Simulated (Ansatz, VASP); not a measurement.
## AlGa3N4: VASP beside Ansatz

```
CELL_PARAMETERS angstrom
4.55525 0.00000 0.00000
0.00000 4.55525 0.00000
0.00000 0.00000 4.55525
ATOMIC_POSITIONS crystal
Al 0.00000 0.00000 0.00000
Ga 0.50000 0.50000 0.00000
Ga 0.50000 0.00000 0.50000
Ga 0.00000 0.50000 0.50000
N 0.75503 0.75503 0.24497
N 0.75503 0.24497 0.75503
N 0.24497 0.75503 0.75503
N 0.24497 0.24497 0.24497
```

Alike in both runs: functional PBEsol; k mesh 6 × 6 × 6; occupations gaussian, width 0.02 eV; no spin polarisation.

Ansatz relaxed the structure, and its values are those at the end. VASP's run is a single point on that final structure, the one shown.

|  | VASP | Ansatz |
| --- | --- | --- |
| version | VASP 6.6.1 | Ansatz 0.2.0 |
| potentials or method | VASP PAW PBE potentials, release 64 (Al, Ga_d, N), cutoff 520 eV | scalar-relativistic, plane waves, PAW |
| valence electrons in the cell | 62 | 62 |

VASP gave:

```
gap on the k mesh at the Fermi level (eV) : 1.91
least direct gap on the mesh (eV)         : 1.91
pressure (GPa)                            : -10.0
```

Problem. Estimate Ansatz's values.

Solution. gap on the k mesh at the Fermi level (eV): 1.89; least direct gap on the mesh (eV): 1.89; pressure (GPa): -9.9.

VASP's potentials were made for PBE, not for PBEsol. The functional is the same, so the differences come from potentials, cutoffs and numerics. Ansatz's warnings: stress scf threshold loose.
